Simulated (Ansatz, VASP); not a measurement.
One calculation of BeS3, two programs

```
Be S
1.0
     5.27256    0.00000    0.00000
     0.00000    5.27256    0.00000
     0.00000    0.00000    5.27256
Be S
2 6
Direct
  0.00000 0.00000 0.00000
  0.50000 0.50000 0.50000
  0.00000 0.50000 0.25000
  0.00000 0.50000 0.75000
  0.25000 0.00000 0.50000
  0.75000 0.00000 0.50000
  0.50000 0.75000 0.00000
  0.50000 0.25000 0.00000
```

Alike in both runs: task relaxation of cell and atoms; functional PBE; k mesh 4 × 4 × 4; occupations gaussian, width 0.1 eV; no spin polarisation.

|  | VASP | Ansatz |
| --- | --- | --- |
| version | VASP 6.6.1 | Ansatz 0.2.0 |
| potentials or method | VASP PAW PBE potentials, release 64 (Be, S), cutoff 600 eV | scalar-relativistic, plane waves, PAW |
| valence electrons in the cell | 40 | 40 |

```csv
,VASP,Ansatz,Ansatz less VASP
"gap on the k mesh at the Fermi level, each at its own relaxed structure (eV)",none,none,-
relaxed volume (Å³/atom),14.57,14.62,+0.056
relaxed cell length with the largest relative difference (Å),4.885,4.891,+0.0062
```

A gap of «none» marks a metal or a gap that the smearing closes.

Noted on VASP's run: the volume moved by over 15 % at a fixed basis, so the end points are rough.
